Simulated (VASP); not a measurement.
A run of VASP 6.6.1:

The input INCAR:

```
PREC     = Accurate       # precision mode
ENCUT    = 600            # plane-wave cutoff, eV
EDIFF    = 1E-6           # SCF threshold, eV
ISMEAR   = -1             # smearing method
SIGMA    = 0.1            # smearing width, eV
LREAL    = F              # projectors in reciprocal space
LASPH    = T              # aspherical terms in the spheres
NELM     = 60             # most SCF steps
ALGO     = Normal         # electronic algorithm
ISIF     = 3              # what is computed and relaxed
LWAVE    = F              # write WAVECAR
LCHARG   = F              # write CHGCAR
GGA      = PS             # functional
IBRION   = 2              # ionic algorithm
NSW      = 80             # ionic steps
EDIFFG   = -0.02          # ionic threshold
PSTRESS  = 400.0
```

KPOINTS

```
Automatic mesh
0
Gamma
  16 16 16
```

The input POSCAR:

```
Re
1.0
    2.5300000000      0.0000000000      0.0000000000
    0.0000000000      2.5300000000      0.0000000000
    0.0000000000      0.0000000000      2.5300000000
Re
1
Direct
    0.0000000000      0.0000000000      0.0000000000
```

Potentials or basis: VASP PAW PBE potentials, release 64 (Re).

Command:

```sh
$ cat potpaw_PBE.64/Re/POTCAR > POTCAR
$ mpirun -np 1 vasp_std > vasp.out
```

Hardware: 1 thread of Intel Xeon 8259CL (shared host).

Estimate the wall time of this run.

Wall time 70 s on 1 thread of Intel Xeon 8259CL (shared host), peak memory 0.16 GiB. Counts: scf iterations 41, k points 165, ion steps 5.
